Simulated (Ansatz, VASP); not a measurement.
TiRe in VASP and in Ansatz

```
Ti Re
1.0
     3.11800    0.01559    0.01559
     0.01559    3.11800    0.01559
     0.01559    0.01559    3.11800
Ti Re
1 1
Direct
  0.50000 0.50000 0.50000
  0.00000 0.00000 0.00000
```

Change from the starting cell: equal xy, yz and zx shear strains of +1 %, crystal datasets.

Alike in both runs: task electric field gradients; functional PBEsol; k mesh 13 × 13 × 13; occupations fermi-dirac, width 0.05 eV; no spin polarisation.

|  | VASP | Ansatz |
| --- | --- | --- |
| version | VASP 6.6.1 | Ansatz 0.2.0 |
| potentials or method | VASP PAW PBE potentials, release 64 (Ti_sv, Re), cutoff 520 eV | all-electron PAW with datasets made for the crystal, scalar-relativistic |

Ansatz gave:

```
pressure (GPa)                                                : -7.7
traceless stress, the component that is largest in VASP (GPa) : -0.60
size of Vzz on the site where it differs most (V/Å²)          : 5.6
```

Task: Which values does VASP return?

Result: Pressure (GPa): -7.9; traceless stress, the component that is largest in VASP (GPa): -0.60; size of Vzz on the site where it differs most (V/Å²): 1.6.

VASP's potentials were made for PBE, not for PBEsol. Ansatz ran all-electron here, and VASP with PAW potentials.

Neither program's run includes spin-orbit coupling.
